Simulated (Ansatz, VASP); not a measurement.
Two plane-wave programs on La

```
La
1.0
     0.00000    2.93579    2.93579
     2.93579    0.00000    2.93579
     2.93579    2.93579    0.00000
La
2
Direct
  0.87500 0.87500 0.87500
  0.12500 0.12500 0.12500
```

Change from the starting cell: volume scaled by 0.68, PAW files.

Alike in both runs: task single point; functional PBE; k mesh 9 × 9 × 9; occupations fermi-dirac, width 0.05 eV; no spin polarisation.

|  | VASP | Ansatz |
| --- | --- | --- |
| version | VASP 6.6.1 | Ansatz 0.2.0 |
| potentials or method | VASP PAW PBE potentials, release 64 (La) | PAW with Ansatz's default frozen-core files, scalar-relativistic |
| plane-wave cutoff (eV) | 520 | 420 |
| valence electrons in the cell | 22 | 22 |

|  | VASP | Ansatz | Ansatz less VASP |
| --- | --- | --- | --- |
| pressure (GPa) | 47.6 | 48.0 | +0.42 |

Both programs put the cell under a high pressure, so it lies far from rest at this level. With one functional, cell and mesh, what is left measures potentials, basis and numerics.

Spin-orbit coupling is off throughout.
